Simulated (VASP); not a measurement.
A run of VASP 6.6.1:

File INCAR:

```
SYSTEM = Be2Cu11Ni3
ALGO     = Normal         ! electronic algorithm
EDIFF    = 1E-6           ! SCF threshold, eV
ENCUT    = 400            ! plane-wave cutoff, eV
GGA      = PE             ! functional
GGA_COMPAT= .False.      
ISIF     = 2              ! what is computed and relaxed
ISMEAR   = -1             ! smearing method
ISYM     = -1           
LASPH    = .True.         ! aspherical terms in the spheres
LCHARG   = .False.        ! write CHGCAR
LREAL    = Auto         
LWAVE    = .False.        ! write WAVECAR
NBANDS   = 92             ! bands
NELM     = 120            ! most SCF steps
PREC     = Accurate       ! precision mode
SIGMA    = 0.0724         ! smearing width, eV
```

Contents of KPOINTS:

```
explicit points
1
Reciprocal
  0.25000000   0.25000000   0.25000000 1
```

The input POSCAR:

```
Be2Cu11Ni3
1.0
    5.6151810000     -0.1125830000     -0.0418010000
   -0.1125830000      5.6341360000     -0.0260090000
   -0.0418010000     -0.0260090000      5.8223430000
Cu Ni Be
11 3 2
Direct
    0.8512123853      0.0617951082      0.7381290930
    0.1121761184      0.7849356958      0.9145425590
    0.3434767088      1.0192785813      0.2423972766
    0.6091865058      0.2855527431      0.9774672407
    0.4128406131      0.0094788043      0.7178683366
    0.9184035839      0.5148597837      0.1974090459
    0.6366809618      0.7487794981      0.9832778500
    0.6422859716      0.2950159958      0.4489892243
    0.6199148995      0.7427690571      0.4468839680
    0.3508133210      0.5370067834      0.1878055548
    0.1330479573      0.2910390910      0.5192772348
    0.3781138224      0.5184873802      0.7412905550
    0.9241385168      0.1107696500      0.2148097290
    0.0418426118      0.7950533623      0.5012881594
    0.8835017114      0.4775754310      0.7250818982
    0.1577631554      0.2376782413      0.9185699693
```

Potentials or basis: VASP PAW PBE potentials, release 64 (Cu, Ni, Be).

Command:

```console
$ cat potpaw_PBE.64/Cu/POTCAR potpaw_PBE.64/Ni/POTCAR potpaw_PBE.64/Be/POTCAR > POTCAR
$ mpirun -np 1 vasp_std > vasp.out
```

Hardware: 1 thread of Intel Xeon 8259CL, with other jobs on the host.

Task: Estimate the wall time of this run.

Result: It took 2.5 min on 1 thread of Intel Xeon 8259CL, with other jobs on the host, peak memory 0.25 GiB. Counts: scf iterations 22, k points 1.
